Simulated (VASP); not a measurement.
# Hf (P6_3/mmc) in VASP: notebook

Hf is run at these levels: PBE, PBEsol+D4, PBE+D4; tasks: single point.

Everything below comes from runs of VASP 6.6.1. Logs are shortened: lines on timing, memory, paths and dates and some standing lists are left out, and cuts for length are marked.

## 1. The cell of the first run

The structure is hexagonal, space group P6_3/mmc (No. 194). The conventional cell has a = 3.259 Å, b = 3.259 Å, c = 5.157 Å, α = 90.00°, β = 90.00°, γ = 120.00°. Within 4.2 Å of Hf (site symmetry -6m2) lie 12 Hf at 3.19 to 3.26 Å.

## 2. Single point, PBE (volume scaled by 1.06)

Input file INCAR:

```
PREC     = Accurate       # precision mode
ENCUT    = 520            # plane-wave cutoff, eV
EDIFF    = 1E-6           # SCF threshold, eV
ISMEAR   = -1             # smearing method
SIGMA    = 0.05           # smearing width, eV
LREAL    = False          # projectors in reciprocal space
LASPH    = True           # aspherical terms in the spheres
NELM     = 80             # most SCF steps
ALGO     = Fast           # electronic algorithm
ISIF     = 2              # what is computed and relaxed
LWAVE    = False          # write WAVECAR
LCHARG   = False          # write CHGCAR
GGA      = PE             # functional
NBANDS   = 17             # bands
```

Input file KPOINTS:

```
Automatic mesh
0
Gamma
  10 10 5
```

Input file POSCAR:

```
Hf
1.0
    3.2593963094      0.0000000000      0.0000000000
   -1.6296981547      2.8227200050      0.0000000000
    0.0000000000      0.0000000000      5.1569977332
Hf
2
Direct
    0.6666666667      0.3333333333      0.7500000000
    0.3333333333      0.6666666667      0.2500000000
```

Potentials or basis: VASP PAW PBE potentials, release 64 (Hf_pv).

Started as:

```
$ cat potpaw_PBE.64/Hf_pv/POTCAR > POTCAR
$ mpirun -np 1 vasp_std > vasp.out
```

OUTCAR:

```text
PREC = Accurate
   ENCUT = 520
   EDIFF = 1E-6
   ISMEAR = -1
   LREAL = False
   LASPH = True
   NELM = 80
   ISIF = 2
   GGA = PE

 ion  position               nearest neighbor table
   1  0.667  0.333  0.750-   2 3.19   2 3.19   2 3.19   2 3.19   2 3.19   2 3.19
   2  0.333  0.667  0.250-   1 3.19   1 3.19   1 3.19   1 3.19   1 3.19   1 3.19

  LATTYP: Found a hexagonal cell.
 ALAT       =     3.2593963094
 C/A-ratio  =     1.5821941377

  Lattice vectors:

 A1 = (   3.2593963094,   0.0000000000,   0.0000000000)
 A2 = (  -1.6296981547,   2.8227200050,   0.0000000000)
 A3 = (   0.0000000000,   0.0000000000,   5.1569977332)

Analysis of symmetry for initial positions (statically):
=====================================================================
 Subroutine PRICEL returns:
 Original cell was already a primitive cell.

 Routine SETGRP: Setting up the symmetry group for a
 hexagonal supercell.

 Subroutine GETGRP returns: Found 24 space group operations
 (whereof 12 operations were pure point group operations)
 out of a pool of 24 trial point group operations.

The static configuration has the point symmetry D_3d.
 The point group associated with its full space group is D_6h.

Analysis of symmetry for dynamics (positions and initial velocities):
=====================================================================
 Subroutine PRICEL returns:
 Original cell was already a primitive cell.

 Routine SETGRP: Setting up the symmetry group for a
 hexagonal supercell.

 Subroutine GETGRP returns: Found 24 space group operations
 (whereof 12 operations were pure point group operations)
 out of a pool of 24 trial point group operations.

The dynamic configuration has the point symmetry D_3d.
 The point group associated with its full space group is D_6h.

 Subroutine INISYM returns: Found 24 space group operations
 (whereof 12 operations are pure point group operations),
 and found     1 'primitive' translations

----------------------------------------------------------------------------------------

                                     Primitive cell

  volume of cell :      47.4463

  direct lattice vectors                    reciprocal lattice vectors
     3.259396309  0.000000000  0.000000000     0.306805281  0.177134111  0.000000000
    -1.629698155  2.822720005  0.000000000     0.000000000  0.354268223  0.000000000
     0.000000000  0.000000000  5.156997733     0.000000000  0.000000000  0.193911274

  length of vectors
     3.259396309  3.259396309  5.156997733     0.354268223  0.354268223  0.193911274

  position of ions in fractional coordinates (direct lattice)
     0.666666667  0.333333333  0.750000000
     0.333333333  0.666666667  0.250000000

  ion indices of the primitive-cell ions
   primitive index   ion index
                 1           1
                 2           2

----------------------------------------------------------------------------------------

 KPOINTS: Automatic mesh

Automatic generation of k-mesh.
 Grid dimensions read from file:
 generate k-points for:   10   10    5

 Generating k-lattice:

  Cartesian coordinates                     Fractional coordinates (reciprocal lattice)
     0.030680528  0.017713411  0.000000000     0.100000000  0.000000000  0.000000000
     0.000000000  0.035426822  0.000000000     0.000000000  0.100000000  0.000000000
     0.000000000  0.000000000  0.038782255     0.000000000  0.000000000  0.200000000

  Length of vectors
     0.035426822  0.035426822  0.038782255

  Shift w.r.t. Gamma in fractional coordinates (k-lattice)
     0.000000000  0.000000000  0.000000000

 Subroutine IBZKPT returns following result:
 ===========================================

 Found     42 irreducible k-points:

 Following reciprocal coordinates:
            Coordinates               Weight
  0.000000  0.000000  0.000000      1.000000
  0.100000  0.000000  0.000000      6.000000
  0.200000  0.000000  0.000000      6.000000
  0.300000  0.000000  0.000000      6.000000
  0.400000  0.000000  0.000000      6.000000
[... 43 lines left out ...]

 E-fermi :   4.5226     XC(G=0): -11.0192

 val. band max:        4.4836968238   @ k =   0.1000   0.1000   0.0000
 cond. band min:       4.5594120147   @ k =   0.1000   0.1000   0.4000
 fundamental gap:      0.0757151908
 Fermi energy:         4.5226219677

 k-point     1 :       0.0000    0.0000    0.0000
  band No.  band energies     occupation
      1     -26.6141      2.00000
      2     -26.0011      2.00000
      3     -26.0011      2.00000
      4     -25.9043      2.00000
      5     -25.8951      2.00000
      6     -25.8951      2.00000
[... 9 lines left out ...]
     16       7.0306      0.00000
     17       9.5415      0.00000

 k-point     2 :       0.1000    0.0000    0.0000
  band No.  band energies     occupation
      1     -26.5930      2.00000
      2     -26.0451      2.00000
      3     -26.0159      2.00000
      4     -25.9414      2.00000
      5     -25.9141      2.00000
      6     -25.9013      2.00000
[... 9 lines left out ...]
     16       6.7786      0.00000
     17       9.7377      0.00000

 k-point     3 :       0.2000    0.0000    0.0000
  band No.  band energies     occupation
      1     -26.5340      2.00000
      2     -26.1605      2.00000
      3     -26.0589      2.00000
      4     -26.0532      2.00000
      5     -25.9437      2.00000
      6     -25.9187      2.00000
[... 9 lines left out ...]
     16       7.4090      0.00000
     17      10.0950      0.00000

 k-point     4 :       0.3000    0.0000    0.0000
  band No.  band energies     occupation
      1     -26.4493      2.00000
      2     -26.3034      2.00000
      3     -26.1972      2.00000
      4     -26.0971      2.00000
      5     -25.9920      2.00000
      6     -25.9418      2.00000
[... 9 lines left out ...]
     16       8.4874      0.00000
     17      10.3696      0.00000
[... 343 lines left out ...]
      1     -26.4648      2.00000
      2     -26.2212      2.00000
      3     -26.1794      2.00000
      4     -26.0758      2.00000
      5     -25.9757      2.00000
      6     -25.9598      2.00000
[... 9 lines left out ...]
     16       8.3028      0.00000
     17       9.9636      0.00000

 k-point    23 :       0.3000    0.1000    0.2000
  band No.  band energies     occupation
      1     -26.4542      2.00000
      2     -26.3310      2.00000
      3     -26.2383      2.00000
      4     -26.1220      2.00000
      5     -26.0215      2.00000
      6     -25.9855      2.00000
[... 9 lines left out ...]
     16       9.1359      0.00000
     17      10.2400      0.00000

 k-point    24 :       0.4000    0.1000    0.2000
  band No.  band energies     occupation
      1     -26.4894      2.00000
      2     -26.3851      2.00000
      3     -26.2388      2.00000
      4     -26.1392      2.00000
      5     -26.0645      2.00000
      6     -26.0035      2.00000
[... 9 lines left out ...]
     16      10.0760      0.00000
     17      10.8260      0.00000

 [... further k-points ...]

------------------------ aborting loop because EDIFF is reached ----------------------------------------

  FORCE on cell =-STRESS in cart. coord.  units (eV):
  Direction    XX          YY          ZZ          XY          YZ          ZX
  --------------------------------------------------------------------------------------
  -------------------------------------------------------------------------------------
  Total       -1.5776148     -1.5776148     -1.7769941      0.0000000      0.0000000      0.0000000
  in kB      -53.2733040    -53.2733040    -60.0059986      0.0000000      0.0000000      0.0000000
  external PRESSURE =     -55.5175355 kB  Pullay stress =       0.0000000 kB

 VOLUME and BASIS-vectors are now :
 -----------------------------------------------------------------------------
  energy-cutoff  :      520.00
  volume of cell :       47.45
      direct lattice vectors                 reciprocal lattice vectors
     3.259396309  0.000000000  0.000000000     0.306805281  0.177134111  0.000000000
    -1.629698155  2.822720005  0.000000000     0.000000000  0.354268223  0.000000000
     0.000000000  0.000000000  5.156997733     0.000000000  0.000000000  0.193911274

 POSITION                                       TOTAL-FORCE (eV/Angst)
 -----------------------------------------------------------------------------------
      1.62970      0.94091      3.86775        -0.000000      0.000000      0.000000
     -0.00000      1.88181      1.28925         0.000000     -0.000000      0.000000
 -----------------------------------------------------------------------------------
    total drift:                                0.000000     -0.000000      0.000000

  FREE ENERGIE OF THE ION-ELECTRON SYSTEM (eV)
  ---------------------------------------------------
  free  energy   TOTEN  =       -19.8080471927 eV

  energy  without entropy=      -19.7943185398  energy(sigma->0) =      -19.80118287
```

Run time: 21 s. Hardware: 1 thread of Intel Xeon 6975P-C (Granite Rapids), shared host; peak memory 0.16 GiB.

Results:

```
Free energy            : -19.8080 eV
Pressure               : -5.6 GPa
Band gap on the k mesh : zero (band 10 reaches 5.68 eV, above the bottom of band 11 at 4.19 eV)
```

Stress tensor (GPa, compression positive):
```
-5.33  0.00  0.00
 0.00 -5.33  0.00
 0.00  0.00 -6.00
```

Caveat: the cell differs from its parent crystal (volume scaled by 1.06); spin-orbit coupling is left out, which moves the levels of the heavy elements.

## 3. Single point, PBE

This run uses another cell than the first one, of 22.38 Å³/atom, 0.943 times its volume.

Input file INCAR:

```
SYSTEM = Hf
PREC     = Accurate       ! precision mode
ENCUT    = 520            ! plane-wave cutoff, eV
EDIFF    = 1E-6           ! SCF threshold, eV
ISMEAR   = -1             ! smearing method
SIGMA    = 0.06           ! smearing width, eV
LREAL    = .False.        ! projectors in reciprocal space
LASPH    = .True.         ! aspherical terms in the spheres
NELM     = 80             ! most SCF steps
ALGO     = Normal         ! electronic algorithm
ISIF     = 2              ! what is computed and relaxed
LWAVE    = .False.        ! write WAVECAR
LCHARG   = .True.         ! write CHGCAR
GGA      = PE             ! functional
LELF     = .True.         ! ELF
LVHAR    = .True.       
NBANDS   = 17             ! bands
```

Input file KPOINTS:

```
regular mesh
0
Gamma
  6 6 3
  0 0 0
```

Input file POSCAR:

```
Hf
1.0
    3.1967000000      0.0000000000      0.0000000000
   -1.5983500000      2.7684234083      0.0000000000
    0.0000000000      0.0000000000      5.0578000000
Hf
2
Direct
    0.6666666667      0.3333333333      0.7500000000
    0.3333333333      0.6666666667      0.2500000000
```

Potentials or basis: VASP PAW PBE potentials, release 64 (Hf_pv).

Started as:

```
$ cat potpaw_PBE.64/Hf_pv/POTCAR > POTCAR
$ mpirun -np 1 vasp_std > vasp.out
```

Run time: 4.5 s. Hardware: 1 thread of Intel Xeon 6975P-C (Granite Rapids), shared host; peak memory 0.15 GiB.

It converged, with:

```
Free energy            : -19.8122 eV
Pressure               : 0.9 GPa
Band gap on the k mesh : zero (band 10 reaches 6.09 eV, above the bottom of band 11 at 4.83 eV)
```

Stress tensor (GPa, compression positive):
```
0.84 0.00 0.00
0.00 0.84 0.00
0.00 0.00 1.17
```

Levels at points of the mesh, in eV from the Fermi level:
| k point | band 8 | band 9 | band 10 | band 11 | band 12 | band 13 |
| --- | --- | --- | --- | --- | --- | --- |
| (0.00, 0.00, 0.00) | -3.78 | 0.58 | 1.11 | 1.11 | 1.39 | 1.93 |
| (0.50, 0.00, 0.00) | -2.81 | -2.29 | -0.87 | 0.73 | 0.81 | 1.61 |

Caveat: the k points lie up to 0.41 Å⁻¹ apart; spin-orbit coupling is left out, which moves the levels of the heavy elements.

## 4. Single point, PBEsol+D4

This run uses another cell than the first one, of 21.40 Å³/atom, 0.902 times its volume.

Input file INCAR:

```
PREC     = Accurate       # precision mode
ENCUT    = 520            # plane-wave cutoff, eV
EDIFF    = 1E-6           # SCF threshold, eV
ISMEAR   = -1             # smearing method
SIGMA    = 0.05           # smearing width, eV
LREAL    = False          # projectors in reciprocal space
LASPH    = True           # aspherical terms in the spheres
NELM     = 100            # most SCF steps
ALGO     = Normal         # electronic algorithm
ISIF     = 2              # what is computed and relaxed
LWAVE    = False          # write WAVECAR
LCHARG   = False          # write CHGCAR
GGA      = PS             # functional
IVDW     = 13             # dispersion correction
NBANDS   = 17             # bands
```

Input file KPOINTS:

```
regular mesh
0
Gamma
  10 10 5
```

Input file POSCAR:

```
Hf
1.0
    3.1506360733      0.0000000000      0.0000000000
   -1.5753180366      2.7285308775      0.0000000000
    0.0000000000      0.0000000000      4.9788579913
Hf
2
Direct
    0.6666666667      0.3333333333      0.7500000000
    0.3333333333      0.6666666667      0.2500000000
```

Started as:

```
$ cat potpaw_PBE.64/Hf_pv/POTCAR > POTCAR
$ mpirun -np 1 vasp_std > vasp.out
```

Run time: 8.6 s. Hardware: 1 thread of Intel Xeon 6975P-C (Granite Rapids), shared host; peak memory 0.17 GiB.

It converged, with:

* Free energy: -21.2690 eV
* Pressure: -0.4 GPa
* Band gap on the k mesh: zero (band 10 reaches 6.24 eV, above the bottom of band 11 at 4.72 eV)
* Dispersion energy per atom: -0.128 eV

Stress tensor (GPa, compression positive):
```
-0.35  0.00  0.00
 0.00 -0.35  0.00
 0.00  0.00 -0.45
```

Levels at points of the mesh, in eV from the Fermi level:
```csv
k point,band 6,band 7,band 8,band 9,band 10,band 11,band 12,band 13,band 14,band 15
"(0.00, 0.00, 0.00)",-29.96,-7.51,-3.83,0.87,1.20,1.20,1.51,2.07,2.07,2.73
"(0.50, 0.00, 0.00)",-30.07,-3.41,-2.89,-2.34,-0.69,0.78,0.96,1.79,6.20,6.75
```

Caveat: the PAW data sets were made with another functional, which shifts forces and pressure a little; spin-orbit coupling is left out, which moves the levels of the heavy elements; pairwise dispersion overbinds metals, which lowers pressure and volume.

## 5. Single point, PBE+D4

This run uses another cell than the first one, of 22.20 Å³/atom, 0.936 times its volume.

Input file INCAR:

```
SYSTEM = Hf
PREC     = Accurate       ! precision mode
ENCUT    = 520            ! plane-wave cutoff, eV
EDIFF    = 1E-6           ! SCF threshold, eV
ISMEAR   = -1             ! smearing method
SIGMA    = 0.05           ! smearing width, eV
LREAL    = .False.        ! projectors in reciprocal space
LASPH    = .True.         ! aspherical terms in the spheres
NELM     = 80             ! most SCF steps
ALGO     = Normal         ! electronic algorithm
ISIF     = 2              ! what is computed and relaxed
LWAVE    = .False.        ! write WAVECAR
LCHARG   = .False.        ! write CHGCAR
GGA      = PE             ! functional
IVDW     = 13             ! dispersion correction
NBANDS   = 17             ! bands
```

Input file KPOINTS:

```
Automatic mesh
0
Gamma
  10 10 5
  0 0 0
```

Input file POSCAR:

```
Hf
1.0
    3.1901736200      0.0000000000      0.0000000000
   -1.5950868100      2.7627713974      0.0000000000
    0.0000000000      0.0000000000      5.0374657365
Hf
2
Direct
    0.6666666667      0.3333333333      0.7500000000
    0.3333333333      0.6666666667      0.2500000000
```

Started as:

```
$ cat potpaw_PBE.64/Hf_pv/POTCAR > POTCAR
$ mpirun -np 1 vasp_std > vasp.out
```

Run time: 8.6 s. Hardware: 1 thread of Intel Xeon 6975P-C (Granite Rapids), shared host; peak memory 0.16 GiB.

It converged, with:

| Property | Result |
| --- | --- |
| Free energy | -20.2755 eV |
| Pressure | -0.5 GPa |
| Band gap on the k mesh | zero (band 10 reaches 6.15 eV, above the bottom of band 11 at 4.65 eV) |
| Dispersion energy per atom | -0.211 eV |

Stress tensor (GPa, compression positive):
```
-0.43  0.00  0.00
 0.00 -0.43  0.00
 0.00  0.00 -0.55
```

Levels at points of the mesh, in eV from the Fermi level:
```csv
k point,band 7,band 8,band 9,band 10,band 11,band 12,band 13,band 14
"(0.00, 0.00, 0.00)",-7.39,-3.71,0.70,1.19,1.19,1.50,2.03,2.03
"(0.50, 0.00, 0.00)",-3.35,-2.76,-2.23,-0.78,0.79,0.91,1.72,5.94
```

Caveat: spin-orbit coupling is left out, which moves the levels of the heavy elements; pairwise dispersion overbinds metals, which lowers pressure and volume.

## 6. Single point, PBE

This run uses another cell than the first one, of 22.38 Å³/atom, 0.943 times its volume.

Input file INCAR:

```
  PREC = Accurate
  ENCUT = 520
  EDIFF = 1E-6
  ISMEAR = 0
  SIGMA = 0.023
  LREAL = F
  LASPH = T
  NELM = 60
  ALGO = Normal
  ISIF = 2
  LWAVE = F
  LCHARG = F
  GGA = PE
  NBANDS = 17
```

Input file KPOINTS:

```
Automatic mesh
0
Gamma
  10 10 5
```

Input file POSCAR:

```
Hf
1.0
    3.1967000000      0.0000000000      0.0000000000
   -1.5983500000      2.7684234083      0.0000000000
    0.0000000000      0.0000000000      5.0578000000
Hf
2
Direct
    0.6666666667      0.3333333333      0.7500000000
    0.3333333333      0.6666666667      0.2500000000
```

Potentials or basis: VASP PAW PBE potentials, release 64 (Hf_pv).

Started as:

```
$ cat potpaw_PBE.64/Hf_pv/POTCAR > POTCAR
$ mpirun -np 1 vasp_std > vasp.out
```

It took 8.5 s on 1 thread of Intel Xeon 6975P-C (Granite Rapids), shared host; peak memory 0.16 GiB.

The run converged. Its results:

```
Free energy            : -19.8497 eV
Pressure               : 0.2 GPa
Band gap on the k mesh : zero (band 10 reaches 6.10 eV, above the bottom of band 11 at 4.60 eV)
```

Stress tensor (GPa, compression positive):
```
 0.30  0.00  0.00
 0.00  0.30  0.00
 0.00  0.00 -0.06
```

Levels at points of the mesh, in eV from the Fermi level:
```tsv
k point	band 8	band 9	band 10	band 11	band 12	band 13
(0.00, 0.00, 0.00)	-3.69	0.66	1.20	1.20	1.48	2.02
(0.50, 0.00, 0.00)	-2.73	-2.21	-0.78	0.81	0.89	1.70
```

Caveat: spin-orbit coupling is left out, which moves the levels of the heavy elements.

## 7. Summary

```tsv
level	cell	k mesh	smearing	gap on the mesh (eV)	pressure (GPa)
PBE	a = 3.259, b = 3.259, c = 5.157 Å, angles 90.0, 90.0, 120.0°, 2 atoms	10 × 10 × 5	fermi-dirac 0.05 eV	none	-5.6
PBE	a = 3.197, b = 3.197, c = 5.058 Å, angles 90.0, 90.0, 120.0°, 2 atoms	6 × 6 × 3	fermi-dirac 0.06 eV	none	0.9
PBEsol+D4	a = 3.151, b = 3.151, c = 4.979 Å, angles 90.0, 90.0, 120.0°, 2 atoms	10 × 10 × 5	fermi-dirac 0.05 eV	none	-0.4
PBE+D4	a = 3.190, b = 3.190, c = 5.037 Å, angles 90.0, 90.0, 120.0°, 2 atoms	10 × 10 × 5	fermi-dirac 0.05 eV	none	-0.5
PBE	a = 3.197, b = 3.197, c = 5.058 Å, angles 90.0, 90.0, 120.0°, 2 atoms	10 × 10 × 5	gaussian 0.023 eV	none	0.2
```

Alike in all rows: task single point; potentials or basis VASP PAW PBE potentials, release 64 (Hf_pv); no spin polarisation; cutoff (eV) 520.

Caveats: some runs use coarse meshes; spin-orbit coupling is left out, which moves the levels of the heavy elements; pairwise dispersion overbinds metals, which lowers pressure and volume (some runs); the PAW data sets were made with another functional, which shifts forces and pressure a little (some runs).

Absolute energies hang on the potentials; compare differences alone.
